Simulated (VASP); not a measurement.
# SnSe (P6_3/mmc) in VASP: further runs, part 2 of 2

VASP 6.6.1. The steps go on from the part before.

### Step 4. Relaxation of cell and atoms, PBE

This run uses another cell than the first one, of 22.90 Å³/atom.

File INCAR:

```
PREC = Accurate
ENCUT = 600
EDIFF = 1E-7
ISMEAR = -1
SIGMA = 0.02
LREAL = False
LASPH = True
NELM = 60
ALGO = Normal
ISIF = 3
LWAVE = False
LCHARG = False
GGA = PE
IBRION = 2
NSW = 80
EDIFFG = -0.005
```

File KPOINTS:

```
Automatic mesh
0
Gamma
  6 6 4
```

File POSCAR:

```
SnSe
1.0
    4.3900850580      0.0000000000      0.0000000000
   -2.1950425290      3.8019251850      0.0000000000
    0.0000000000      0.0000000000      5.4873147000
Sn Se
2 2
Direct
    0.3333333333      0.6666666667      0.2500000000
    0.6666666667      0.3333333333      0.7500000000
    0.6666666667      0.3333333333      0.2500000000
    0.3333333333      0.6666666667      0.7500000000
```

Potentials or basis: VASP PAW PBE potentials, release 64 (Sn_d, Se).

Started as:

```
cat potpaw_PBE.64/Sn_d/POTCAR potpaw_PBE.64/Se/POTCAR > POTCAR
mpirun -np 1 vasp_std > vasp.out
```

OUTCAR:

```text
PREC = Accurate
   ENCUT = 600
   EDIFF = 1E-7
   ISMEAR = -1
   LREAL = False
   LASPH = True
   NELM = 60
   ISIF = 3
   GGA = PE
   IBRION = 2
   NSW = 80
   EDIFFG = -0.005

 ion  position               nearest neighbor table
   1  0.333  0.667  0.250-   3 2.53   3 2.53   3 2.53   4 2.74   4 2.74   2 3.74   2 3.74   2 3.74
                             2 3.74   2 3.74   2 3.74
   2  0.667  0.333  0.750-   4 2.53   4 2.53   4 2.53   3 2.74   3 2.74   1 3.74   1 3.74   1 3.74
                             1 3.74   1 3.74   1 3.74
   3  0.667  0.333  0.250-   1 2.53   1 2.53   1 2.53   2 2.74   2 2.74
   4  0.333  0.667  0.750-   2 2.53   2 2.53   2 2.53   1 2.74   1 2.74

  LATTYP: Found a hexagonal cell.
 ALAT       =     4.3900850580
 C/A-ratio  =     1.2499335725

  Lattice vectors:

 A1 = (   4.3900850580,   0.0000000000,   0.0000000000)
 A2 = (  -2.1950425290,   3.8019251850,   0.0000000000)
 A3 = (   0.0000000000,   0.0000000000,   5.4873147000)

Analysis of symmetry for initial positions (statically):
=====================================================================
 Subroutine PRICEL returns:
 Original cell was already a primitive cell.

 Routine SETGRP: Setting up the symmetry group for a
 hexagonal supercell.

 Subroutine GETGRP returns: Found 24 space group operations
 (whereof 12 operations were pure point group operations)
 out of a pool of 24 trial point group operations.

The static configuration has the point symmetry D_3d.
 The point group associated with its full space group is D_6h.

Analysis of symmetry for dynamics (positions and initial velocities):
=====================================================================
 Subroutine PRICEL returns:
 Original cell was already a primitive cell.

 Routine SETGRP: Setting up the symmetry group for a
 hexagonal supercell.

 Subroutine GETGRP returns: Found 24 space group operations
 (whereof 12 operations were pure point group operations)
 out of a pool of 24 trial point group operations.

The dynamic configuration has the point symmetry D_3d.
 The point group associated with its full space group is D_6h.

 Subroutine INISYM returns: Found 24 space group operations
 (whereof 12 operations are pure point group operations),
 and found     1 'primitive' translations

----------------------------------------------------------------------------------------

                                     Primitive cell

  volume of cell :      91.5875

  direct lattice vectors                    reciprocal lattice vectors
     4.390085058  0.000000000  0.000000000     0.227786019  0.131512320  0.000000000
    -2.195042529  3.801925185  0.000000000     0.000000000  0.263024639  0.000000000
     0.000000000  0.000000000  5.487314700     0.000000000  0.000000000  0.182238500

  length of vectors
     4.390085058  4.390085058  5.487314700     0.263024639  0.263024639  0.182238500

  position of ions in fractional coordinates (direct lattice)
     0.333333333  0.666666667  0.250000000
     0.666666667  0.333333333  0.750000000
     0.666666667  0.333333333  0.250000000
     0.333333333  0.666666667  0.750000000

  ion indices of the primitive-cell ions
   primitive index   ion index
                 1           1
                 2           2
                 3           3
                 4           4

----------------------------------------------------------------------------------------

 KPOINTS: Automatic mesh

Automatic generation of k-mesh.
 Grid dimensions read from file:
 generate k-points for:    6    6    4

 Generating k-lattice:

  Cartesian coordinates                     Fractional coordinates (reciprocal lattice)
     0.037964337  0.021918720  0.000000000     0.166666667  0.000000000  0.000000000
     0.000000000  0.043837440  0.000000000     0.000000000  0.166666667  0.000000000
     0.000000000  0.000000000  0.045559625     0.000000000  0.000000000  0.250000000

  Length of vectors
     0.043837440  0.043837440  0.045559625

  Shift w.r.t. Gamma in fractional coordinates (k-lattice)
     0.000000000  0.000000000  0.000000000

 Subroutine IBZKPT returns following result:
 ===========================================

 Found     21 irreducible k-points:

 Following reciprocal coordinates:
            Coordinates               Weight
  0.000000  0.000000  0.000000      1.000000
  0.166667  0.000000  0.000000      6.000000
  0.333333  0.000000  0.000000      6.000000
  0.500000  0.000000  0.000000      3.000000
  0.166667  0.166667  0.000000      6.000000
  0.333333  0.166667  0.000000     12.000000
[... 13 lines left out ...]
  0.333333  0.166667  0.500000     12.000000
  0.333333  0.333333  0.500000      2.000000
   k-points           NKPTS =     21   k-points in BZ     NKDIM =     21   number of bands    NBANDS=     24
   number of dos      NEDOS =    301   number of ions     NIONS =      4
   total plane-waves  NPLWV =  62208
   dimension x,y,z NGX =    36 NGY =   36 NGZ =   48
   dimension x,y,z NGXF=    72 NGYF=   72 NGZF=   96
   ions per type =               2   2
   NGX,Y,Z   is equivalent  to a cutoff of  13.63, 13.63, 14.54 a.u.
   NGXF,Y,Z  is equivalent  to a cutoff of  27.27, 27.27, 29.08 a.u.
 SYSTEM =  unknown system
   PREC   = accura    normal or accurate (medium, high low for compatibility)
   ISTART =      0    job   : 0-new  1-cont  2-samecut
   ICHARG =      2    charge: 1-file 2-atom 10-const
   ISPIN  =      1    spin polarized calculation?
   LNONCOLLINEAR =      F non collinear calculations
   LSORBIT =      F    spin-orbit coupling
   LASPH  =      T    aspherical Exc in radial PAW
   ENCUT  =  600.0 eV  44.10 Ry    6.64 a.u.   8.77  8.77 10.96*2*pi/ulx,y,z
   NELM   =     60;   NELMIN=  2; NELMDL= -5     # of ELM steps
   EDIFF  = 0.1E-06   stopping-criterion for ELM
   LREAL  =      F    real-space projection
   EDIFFG = -.5E-02   stopping-criterion for IOM
   NSW    =     80    number of steps for IOM
   IBRION =      2    ionic relax: 0-MD 1-quasi-New 2-CG
   NFREE  =      1    steps in history (QN), initial steepest desc. (CG)
   ISIF   =      3    stress and relaxation
   ISYM   =      2    0-nonsym 1-usesym 2-fastsym
   POTIM  = 0.5000    time-step for ionic-motion
   TEBEG  =    0.0;   TEEND  =   0.0 temperature during run
   PSTRESS=    0.0 pullay stress
   NELECT =      40.0000    total number of electrons
   NUPDOWN=      -1.0000    fix difference up-down
   EMIN   =  10.00;   EMAX   =-10.00  energy-range for DOS
   EFERMI =   0.00;   METHOD = LEGACY
   ISMEAR =    -1;   SIGMA  =   0.02  broadening in eV -4-tet -1-fermi 0-gaus
   EFERMI_NEDOS =   21; number of points for ismear=-14 and -15
   IALGO  =     38    algorithm
   IMIX   =      4    mixing-type and parameters
     AMIX     =   0.40;   BMIX     =  1.00
     AMIX_MAG =   1.60;   BMIX_MAG =  1.00
  volume/ion in A,a.u.               =      22.90       154.52
  Fermi-wavevector in a.u.,A,eV,Ry     =   1.242079  2.347190 20.990542  1.542761
  Thomas-Fermi vector in A             =   2.376449
   LORBIT       =      0    0 simple, 1 ext, 2 COOP (PROOUT), +10 PAW based schemes
   GGA     = PE    functional components
   LHFCALC =     F    Hartree Fock is set to
   AEXX    =    0.0000 exact exchange contribution
   IVDW    =     0    specifies the selected vdW correction
   LEPSILON=     F    determine dielectric tensor
   LRPA    =     F    only Hartree local field effects (RPA)
 conjugate gradient relaxation of ions
 non-spin polarized calculation
  energy-cutoff  :      600.00
  volume of cell :       91.59
 maximum number of plane-waves:      3090
 NGX is ok and might be reduce to    36
   NGX = 17   NGY = 17   NGZ = 21

--------------------------------------- Ionic step        1  -------------------------------------------

 number of electron      39.9999998 magnetization

 Free energy of the ion-electron system (eV)
  ---------------------------------------------------
  ext. energy  EPLUGINS =         0.00000000
  ---------------------------------------------------
  free energy    TOTEN  =       -12.41741989 eV

  energy without entropy =      -12.41495252  energy(sigma->0) =      -12.41618621

 E-fermi :   8.4843     XC(G=0): -10.1857

 val. band max:        8.4549157482   @ k =   0.1667   0.0000   0.0000
 cond. band min:       8.5331894759   @ k =   0.3333   0.3333   0.5000
 fundamental gap:      0.0782737278
 Fermi energy:         8.4843384952

 k-point     1 :       0.0000    0.0000    0.0000
  band No.  band energies     occupation
      1     -14.0141      2.00000
      2     -13.9259      2.00000
      3     -13.9259      2.00000
      4     -13.9250      2.00000
      5     -13.9250      2.00000
      6     -13.8654      2.00000
[... 781 lines left out ...]
  energy  without entropy=      -16.0130290264  energy(sigma->0) =      -16.01302917

--------------------------------------- Ionic step        7  -------------------------------------------

 number of electron      39.9999982 magnetization

 Free energy of the ion-electron system (eV)
  ---------------------------------------------------
  ext. energy  EPLUGINS =         0.00000000
  ---------------------------------------------------
  free energy    TOTEN  =       -16.01303281 eV

  energy without entropy =      -16.01303253  energy(sigma->0) =      -16.01303267

 E-fermi :   4.0653     XC(G=0):  -8.2660

 val. band max:        3.8357622160   @ k =   0.3333   0.3333   0.5000
 cond. band min:       4.2949239935   @ k =   0.3333   0.3333   0.5000
 fundamental gap:      0.4591617775
 Fermi energy:         4.0653269228

 k-point     1 :       0.0000    0.0000    0.0000
  band No.  band energies     occupation
      1     -18.0816      2.00000
      2     -18.0678      2.00000
      3     -18.0678      2.00000
      4     -18.0676      2.00000
      5     -18.0676      2.00000
      6     -18.0674      2.00000
[... 587 lines left out ...]
  FREE ENERGIE OF THE ION-ELECTRON SYSTEM (eV)
  ---------------------------------------------------
  free  energy   TOTEN  =       -16.0130328134 eV

  energy  without entropy=      -16.0130325261  energy(sigma->0) =      -16.01303267

 reached required accuracy - stopping structural energy minimisation
```

OSZICAR:

```text
N       E                     dE             d eps       ncg     rms          rms(c)
DAV:   1     0.392769657082E+03    0.39277E+03   -0.22078E+04  1032   0.249E+03
DAV:   2     0.406294013742E+02   -0.35214E+03   -0.34800E+03  1024   0.586E+02
DAV:   3    -0.106312032001E+02   -0.51261E+02   -0.50512E+02  1248   0.180E+02
DAV:   4    -0.126720522296E+02   -0.20408E+01   -0.20392E+01  1160   0.389E+01
[... 73 lines left out ...]
DAV:   2    -0.160130488979E+02    0.36850E-04   -0.88796E-05  1168   0.122E-01    0.193E-02
DAV:   3    -0.160130345232E+02    0.14375E-04   -0.40598E-05  1280   0.796E-02    0.430E-03
DAV:   4    -0.160130330935E+02    0.14297E-05   -0.46792E-06  1128   0.192E-02    0.143E-03
DAV:   5    -0.160130328441E+02    0.24934E-06   -0.23211E-07   880   0.468E-03    0.582E-04
DAV:   6    -0.160130328134E+02    0.30765E-07   -0.72518E-08   624   0.293E-03
   7 F= -.16013033E+02 E0= -.16013033E+02  d E =-.349933E-05
```

Wall time 2.5 min (1 thread of Intel Xeon 6975P-C (Granite Rapids), shared host); peak memory 0.27 GiB.

What came out:

* Free energy: -16.0130 eV
* Relaxed volume: 34.50 Å³/atom
* Relaxed cell: a = 5.101 Å, b = 5.101 Å, c = 6.125 Å, α = 90.00°, β = 90.00°, γ = 120.00°
* Space group after relaxing (to 0.1 Å): P6_3/mmc (No. 194)
* Energy gained by relaxing: 898.9 meV/atom
* Ionic steps: 7
* Pressure after relaxing: 0.0 GPa
* Band gap on the k mesh: 0.46 eV

The path:
| step | energy change (eV) | largest force (eV/Å) | pressure (GPa) | volume (Å³) |
| --- | --- | --- | --- | --- |
| 1 | 0.0000 | 0.0000 | 34.42 | 91.59 |
| 2 | -2.8879 | 0.0000 | -5.24 | 173.24 |
| 3 | -3.5943 | 0.0000 | 0.34 | 136.78 |
| 4 | -3.5954 | 0.0000 | -0.10 | 138.38 |
| 5 | -3.5956 | 0.0000 | 0.00 | 138.00 |
| 6 | -3.5956 | 0.0000 | 0.01 | 137.97 |
| 7 | -3.5956 | 0.0000 | 0.00 | 138.01 |

Final structure:
```
Sn Se
1.0
     5.10078    0.00000    0.00000
    -2.55039    4.41741    0.00000
     0.00000    0.00000    6.12509
Sn Se
2 2
Direct
  0.33333 0.66667 0.25000
  0.66667 0.33333 0.75000
  0.66667 0.33333 0.25000
  0.33333 0.66667 0.75000
```

Levels at points of the mesh, in eV from the valence-band top:
| k point | band 17 | band 18 | band 19 | band 20 | band 21 | band 22 | band 23 | band 24 |
| --- | --- | --- | --- | --- | --- | --- | --- | --- |
| (0.00, 0.00, 0.00) | -3.71 | -2.46 | -2.46 | -2.34 | 0.95 | 0.95 | 2.45 | 2.45 |
| (0.50, 0.00, 0.00) | -3.46 | -2.81 | -2.47 | -0.96 | 2.01 | 2.72 | 3.28 | 3.51 |
| (0.00, 0.00, 0.50) | -3.12 | -3.12 | -1.70 | -1.70 | 1.36 | 1.36 | 1.36 | 1.36 |
| (0.50, 0.00, 0.50) | -2.44 | -2.44 | -0.90 | -0.90 | 0.68 | 0.68 | 2.41 | 2.41 |

Caveat: the volume moved by over 15 % at a fixed basis, so the end points are rough; spin-orbit coupling is left out, which moves the levels of the heavy elements.

### Step 5. Relaxation of cell and atoms, PBEsol

This run uses another cell than the first one, of 34.49 Å³/atom.

File INCAR:

```
PREC = Accurate
ENCUT = 600
EDIFF = 1E-6
ISMEAR = -1
SIGMA = 0.02
LREAL = F
LASPH = T
NELM = 80
ALGO = Normal
ISIF = 3
LWAVE = F
LCHARG = F
GGA = PS
IBRION = 2
NSW = 80
EDIFFG = -0.005
```

File KPOINTS:

```
regular mesh
0
Gamma
  6 6 4
```

File POSCAR:

```
SnSe
1.0
    5.0997223639      0.0000000000      0.0000000000
   -2.5498611819      4.4164891194      0.0000000000
    0.0000000000      0.0000000000      6.1245278615
Sn Se
2 2
Direct
    0.3333333333      0.6666666667      0.2500000000
    0.6666666667      0.3333333333      0.7500000000
    0.6666666667      0.3333333333      0.2500000000
    0.3333333333      0.6666666667      0.7500000000
```

Started as:

```
cat potpaw_PBE.64/Sn_d/POTCAR potpaw_PBE.64/Se/POTCAR > POTCAR
mpirun -np 1 vasp_std > vasp.out
```

Wall time 3.5 min (1 thread of Intel Xeon 6975P-C (Granite Rapids), shared host); peak memory 0.34 GiB.

The run converged. Its results:

- Free energy: -17.3246 eV
- Relaxed volume: 32.76 Å³/atom
- Relaxed cell: a = 5.016 Å, b = 5.016 Å, c = 6.014 Å, α = 90.00°, β = 90.00°, γ = 120.00°
- Space group after relaxing (to 0.1 Å): P6_3/mmc (No. 194)
- Energy gained by relaxing: 10.9 meV/atom
- Ionic steps: 11
- Pressure after relaxing: 0.0 GPa
- Band gap on the k mesh: 0.28 eV

The path:
| step | energy change (eV) | largest force (eV/Å) | pressure (GPa) | volume (Å³) |
| --- | --- | --- | --- | --- |
| 1 | 0.0000 | 0.0000 | -1.93 | 137.94 |
| 2 | -0.0420 | 0.0000 | 0.41 | 129.81 |
| 3 | -0.0436 | 0.0000 | 0.01 | 131.05 |
| 4 | -0.0436 | 0.0000 | -0.05 | 131.19 |
| 5 | -0.0436 | 0.0000 | -0.04 | 131.17 |
| 6 | -0.0436 | 0.0000 | -0.04 | 131.17 |
| 7 | -0.0436 | 0.0000 | -0.03 | 131.16 |
| 8 | -0.0436 | 0.0000 | -0.03 | 131.17 |
| 9 | -0.0436 | 0.0000 | -0.03 | 131.17 |
| 10 | -0.0436 | 0.0000 | -0.04 | 131.17 |
| 11 | -0.0436 | 0.0000 | 0.01 | 131.05 |

Final structure:
```
CELL_PARAMETERS angstrom
5.01616 0.00000 0.00000
-2.50808 4.34412 0.00000
0.00000 0.00000 6.01382
ATOMIC_POSITIONS crystal
Sn 0.33333 0.66667 0.25000
Sn 0.66667 0.33333 0.75000
Se 0.66667 0.33333 0.25000
Se 0.33333 0.66667 0.75000
```

Levels at points of the mesh, in eV from the valence-band top:
```tsv
k point	band 16	band 17	band 18	band 19	band 20	band 21	band 22	band 23	band 24
(0.00, 0.00, 0.00)	-4.08	-4.08	-2.72	-2.72	-2.62	0.71	0.71	2.36	2.36
(0.50, 0.00, 0.00)	-4.74	-3.83	-3.10	-2.75	-1.07	1.95	2.70	3.25	3.34
(0.00, 0.00, 0.50)	-3.45	-3.45	-3.45	-1.87	-1.87	1.15	1.15	1.15	1.15
(0.50, 0.00, 0.50)	-4.02	-2.74	-2.74	-1.01	-1.01	0.51	0.51	2.40	2.40
```

Caveat: the PAW data sets were made with another functional, which shifts forces and pressure a little; spin-orbit coupling is left out, which moves the levels of the heavy elements. A k mesh can miss the band edges.

### Step 6. The runs side by side

```tsv
task	level	cell	cutoff (eV)	smearing	gap on the mesh (eV)	pressure (GPa)	relaxed volume (Å³/atom)
single point	r2SCAN	a = 5.064, b = 5.064, c = 6.073 Å, angles 90.0, 90.0, 120.0°, 4 atoms	520	fermi-dirac 0.02 eV	0.58	0.0	-
single point	r2SCAN	a = 5.064, b = 5.064, c = 6.073 Å, angles 90.0, 90.0, 120.0°, 4 atoms	520	gaussian 0.01 eV	0.58	0.0	-
relaxation of cell and atoms	PBE	relaxed from a = 4.390, b = 4.390, c = 5.487 Å, angles 90.0, 90.0, 120.0°, 4 atoms	600	fermi-dirac 0.02 eV	0.46	0.0	34.50
relaxation of cell and atoms	PBEsol	relaxed from a = 5.100, b = 5.100, c = 6.125 Å, angles 90.0, 90.0, 120.0°, 4 atoms	600	fermi-dirac 0.02 eV	0.28	0.0	32.76
```

Alike in all rows: potentials or basis VASP PAW PBE potentials, release 64 (Sn_d, Se); no spin polarisation; k mesh 6 × 6 × 4.

Caveats: spin-orbit coupling is left out, which moves the levels of the heavy elements; the PAW data sets were made with another functional, which shifts forces and pressure a little (at least some runs); the volume moved by over 15 % at a fixed basis, so the end points are rough (at least some runs).

Total energies depend on the potentials used, so only differences within one code and one set of settings carry meaning.
